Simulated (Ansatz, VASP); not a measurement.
# One calculation of CO, two programs

Contents of INCAR:

```
SYSTEM = CO
PREC     = Accurate       ! precision mode
ENCUT    = 520            ! plane-wave cutoff, eV
EDIFF    = 1E-7           ! SCF threshold, eV
ISMEAR   = 0              ! smearing method
SIGMA    = 0.05           ! smearing width, eV
LREAL    = Auto         
LASPH    = .True.         ! aspherical terms in the spheres
NELM     = 100            ! most SCF steps
ALGO     = Normal         ! electronic algorithm
ISIF     = 2              ! what is computed and relaxed
LWAVE    = .False.        ! write WAVECAR
LCHARG   = .False.        ! write CHGCAR
GGA      = PS             ! functional
NBANDS   = 54             ! bands
```

Contents of KPOINTS:

```
Automatic mesh
0
Gamma
  4 4 2
  0 0 0
```

File POSCAR:

```
CO
1.0
    0.0000000000     -5.9526445718      0.0000000000
    0.0000000000      0.0000000000     -5.9526445718
   11.9052891436     -3.5715867431      0.0000000000
C O
8 8
Direct
   -0.0290432867      0.0353513179      0.1073243410
   -0.3290432867      0.0353513179      0.6073243410
    0.4290432867      0.5353513179      0.8926756590
    0.7290432867      0.5353513179      0.3926756590
   -0.0497459225      0.9646486821      0.8573243410
    0.2502540775      0.9646486821      0.3573243410
    0.1497459225      0.4646486821      0.6426756590
    0.4497459225      0.4646486821      0.1426756590
    0.5281346937      0.9254882259      0.6622558870
    0.8281346937      0.9254882259      0.1622558870
   -0.4281346937      0.4254882259      0.8377441130
   -0.1281346937      0.4254882259      0.3377441130
    0.0271582419      0.0745117741      0.9122558870
    0.3271582419      0.0745117741      0.4122558870
    0.3728417581      0.5745117741      0.0877441130
    0.0728417581      0.5745117741      0.5877441130
```

Input for Ansatz:

```yaml
crystal:
  lattice:
    - [0.0, -5.9526445718, 0.0]
    - [0.0, 0.0, -5.9526445718]
    - [11.9052891436, -3.5715867431, 0.0]
  atoms:
    - { symbol: C, position: [-0.0290432867, 0.0353513179, 0.107324341] }
    - { symbol: C, position: [-0.3290432867, 0.0353513179, 0.607324341] }
    - { symbol: C, position: [0.4290432867, 0.5353513179, 0.892675659] }
    - { symbol: C, position: [0.7290432867, 0.5353513179, 0.392675659] }
    - { symbol: C, position: [-0.0497459225, 0.9646486821, 0.857324341] }
    - { symbol: C, position: [0.2502540775, 0.9646486821, 0.357324341] }
    - { symbol: C, position: [0.1497459225, 0.4646486821, 0.642675659] }
    - { symbol: C, position: [0.4497459225, 0.4646486821, 0.142675659] }
    - { symbol: O, position: [0.5281346937, 0.9254882259, 0.662255887] }
    - { symbol: O, position: [0.8281346937, 0.9254882259, 0.162255887] }
    - { symbol: O, position: [-0.4281346937, 0.4254882259, 0.837744113] }
    - { symbol: O, position: [-0.1281346937, 0.4254882259, 0.337744113] }
    - { symbol: O, position: [0.0271582419, 0.0745117741, 0.912255887] }
    - { symbol: O, position: [0.3271582419, 0.0745117741, 0.412255887] }
    - { symbol: O, position: [0.3728417581, 0.5745117741, 0.087744113] }
    - { symbol: O, position: [0.0728417581, 0.5745117741, 0.587744113] }
basis:
  ecutwfc: 420
kpoints:
  mp_grid: { grid: [4, 4, 2] }
hamiltonian:
  xc: pbesol
scf:
  occupations: { method: gaussian, width: 0.05 }
output:
  forces: true
  stress: true
  eigenvalues: true
```

Alike in both runs: task single point; functional PBEsol; k mesh 4 × 4 × 2; occupations gaussian, width 0.05 eV; no spin polarisation.

```csv
,VASP,Ansatz
version,VASP 6.6.1,Ansatz 0.2.0
potentials or method,"VASP PAW PBE potentials, release 64 (C, O), cutoff 520 eV","scalar-relativistic, plane waves, PAW"
valence electrons in the cell,80,80
```

```tsv
	VASP	Ansatz	Ansatz less VASP
gap on the k mesh at the Fermi level (eV)	5.56	5.57	+0.011
least direct gap on the mesh (eV)	5.56	5.57	+0.011
pressure (GPa)	1.8	0.7	-1.06
traceless stress, the component that is largest in VASP (GPa)	1.03	1.02	-0.001
rms of the force components (eV/Å)	0.659	0.281	-0.3786
```

VASP's potentials were made for PBE, not for PBEsol. Atom by atom the forces differ by 0.601 eV/Å (rms over components). One of these differences is far larger than is usual between the two programs; its cause wasn't traced. With one functional, cell and mesh, what is left measures potentials, basis and numerics.

Noted on VASP's run: the standard files for N, O and F lose accuracy on very short bonds.
